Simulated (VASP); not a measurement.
Ge, 4 atoms in the cell. Symmetry: P6_3mc, No. 186, hexagonal system. Conventional cell: a = 3.983 Å, b = 3.983 Å, c = 11.369 Å, α = 90.00°, β = 90.00°, γ = 120.00°. Within 3.2 Å of Ge (site symmetry 3m) lie 3 Ge at 2.41 Å. Ge (site symmetry 3m) has 3 Ge at 2.41 Å within 3.2 Å. 

| Item | Value |
| --- | --- |
| Program | VASP 6.6.1 |
| Task | single point |
| Functional | PBEsol |
| Potentials or basis | VASP PAW PBE potentials, release 64 (Ge_d) |
| Cutoff | 520 eV |
| k mesh | 10 × 10 × 4 |
| Occupations | fermi-dirac, width 0.1 eV |
| Spin | no spin polarisation |
| Dipole correction | no |
| Further INCAR settings | ALGO = Normal; EDIFF = 1e-07; NBANDS = 36 |

Potentials or basis: VASP PAW PBE potentials, release 64 (Ge_d).

The run is started by

```sh
$ cat potpaw_PBE.64/Ge_d/POTCAR > POTCAR
$ mpirun -np 1 vasp_std > vasp.out
```

Hardware: 1 thread of AMD EPYC 7R13 (shared host).

Q: Estimate the wall time of this run.

A: Wall time 6.6 min on 1 thread of AMD EPYC 7R13 (shared host), peak memory 0.32 GiB. Counts: scf iterations 16, k points 42.
